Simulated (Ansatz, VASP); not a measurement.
**CO2 in VASP and in Ansatz**

```
C O
1.0
    10.90000    0.00000    0.00000
     0.00000    9.20000    0.00000
     0.00000    0.00000   10.70000
C O
1 2
Direct
  0.50000 0.50008 0.50000
  0.58923 0.50007 0.43912
  0.41077 0.50007 0.56088
```

Alike in both runs: functional PBE; dispersion D3(BJ); k mesh 1 × 1 × 1; occupations gaussian, width 0.01 eV; no spin polarisation.

Ansatz relaxed the structure, and its values are those at the end. VASP's run is a single point on that final structure, the one shown.

```csv
,VASP,Ansatz
version,VASP 6.6.1,Ansatz 0.2.0
potentials or method,"VASP PAW PBE potentials, release 64 (C, O), cutoff 520 eV","scalar-relativistic, plane waves, PAW"
valence electrons in the cell,16,16
```

|  | VASP | Ansatz | Ansatz less VASP |
| --- | --- | --- | --- |
| gap on the k mesh at the Fermi level (eV) | 7.99 | 7.99 | -0.002 |
| rms of the force components (eV/Å) | 0.298 | 0.000 | -0.2979 |

One of these differences is far larger than is usual between the two programs; its cause wasn't traced.

Noted on VASP's run: the standard files for N, O and F lose accuracy on very short bonds.
